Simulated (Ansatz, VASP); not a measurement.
# ZrO2: VASP beside Ansatz

File POSCAR:

```
ZrO2
1.0
    0.0000000000      2.5136964718      2.5136964718
    2.5136964718      0.0000000000      2.5136964718
    2.5136964718      2.5136964718      0.0000000000
Zr O
1 2
Direct
    0.0000000000      0.0000000000      0.0000000000
    0.2500000000      0.2500000000      0.2500000000
    0.7500000000      0.7500000000      0.7500000000
```

The input INCAR.step1:

```
PREC = Accurate ; ENCUT = 660
ISMEAR = 0 ; SIGMA = 0.01
LREAL = F ; LASPH = T
NELM = 120 ; NBANDS = 19
GGA = PE ; ALGO = Normal
EDIFF = 1E-5 ; LWAVE = T
LCHARG = F ; GGA_COMPAT = F
```

The input INCAR.step2:

```
PREC = Accurate ; ENCUT = 660
EDIFF = 1E-6 ; ISMEAR = 0
SIGMA = 0.01 ; LREAL = F
LASPH = T ; NELM = 120
ALGO = Normal ; ISIF = 2
LWAVE = F ; LCHARG = F
METAGGA = R2SCAN ; LMIXTAU = T
NBANDS = 19 ; ISTART = 1
GGA_COMPAT = F
```

Contents of KPOINTS:

```
Automatic mesh
0
Gamma
  6 6 6
```

Input for Ansatz:

```yaml
crystal:
  lattice:
    - [0.0, 2.513696471797882, 2.513696471797882]
    - [2.513696471797882, 0.0, 2.513696471797882]
    - [2.513696471797882, 2.513696471797882, 0.0]
  atoms:
    - { symbol: Zr, position: [0.0, 0.0, 0.0] }
    - { symbol: O, position: [0.25, 0.25, 0.25] }
    - { symbol: O, position: [0.75, 0.75, 0.75] }
basis:
  ecutwfc: 600.0
kpoints:
  mp_grid:
    grid: [6, 6, 6]
hamiltonian:
  xc: r2scan
  pseudopotentials:
    kind: paw
scf:
  occupations:
    method: fixed
output:
  stress: true
```

Alike in both runs: task single point; functional r2SCAN; k mesh 6 × 6 × 6; no spin polarisation.

|  | VASP | Ansatz |
| --- | --- | --- |
| version | VASP 6.6.1 | Ansatz 0.2.0 |
| potentials or method | VASP PAW PBE potentials, release 64 (Zr_sv, O), cutoff 660 eV | plane waves, PAW |
| occupations | gaussian, width 0.01 eV | fixed |
| valence electrons in the cell | 24 | 24 |

Ansatz gave:

| Property | Result |
| --- | --- |
| pressure (GPa) | 10.1 |

Problem. Which values does VASP return?

Solution. Pressure (GPa): 10.3.

VASP's potentials were made for PBE, not for r2SCAN.
